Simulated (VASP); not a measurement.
Input of a VASP 6.6.1 run:

File INCAR:

```
PREC = Accurate ; ENCUT = 520
EDIFF = 1E-6 ; ISMEAR = -1
SIGMA = 0.05 ; LREAL = F
LASPH = T ; NELM = 100
ALGO = Fast ; ISIF = 2
LWAVE = F ; LCHARG = F
GGA = PE ; NBANDS = 48
```

Contents of KPOINTS:

```
regular mesh
0
Gamma
  5 5 6
```

POSCAR

```
AsAu3
1.0
    5.9984500857      0.0000000000      0.0000000000
   -2.9992250429      5.1948101576      0.0000000000
    0.0000000000      0.0000000000      4.8407549944
Au As
6 2
Direct
    0.1668315050      0.3336630100      0.2500000000
    0.1668315050      0.8331684950      0.2500000000
    0.6663369900      0.8331684950      0.2500000000
    0.8331684950      0.6663369900      0.7500000000
    0.8331684950      0.1668315050      0.7500000000
    0.3336630100      0.1668315050      0.7500000000
    0.3333333333      0.6666666667      0.7500000000
    0.6666666667      0.3333333333      0.2500000000
```

Potentials or basis: VASP PAW PBE potentials, release 64 (Au, As).

Command:

```bash
$ cat potpaw_PBE.64/Au/POTCAR potpaw_PBE.64/As/POTCAR > POTCAR
$ mpirun -np 1 vasp_std > vasp.out
```

Q: What does it give for the largest force?

A: 0.058 eV/Å.

Q: Predict the pressure.

A: -3.2 GPa.

Q: Estimate the band gap on the k mesh.

A: Zero (bands 38 and 39 overlap by 1.59 eV).

Stress tensor (GPa, compression positive):
```
-3.07  0.00  0.00
 0.00 -3.07  0.00
 0.00  0.00 -3.45
```

Caveat: the cell stands under tension; spin-orbit coupling is left out, which moves the levels of the heavy elements.
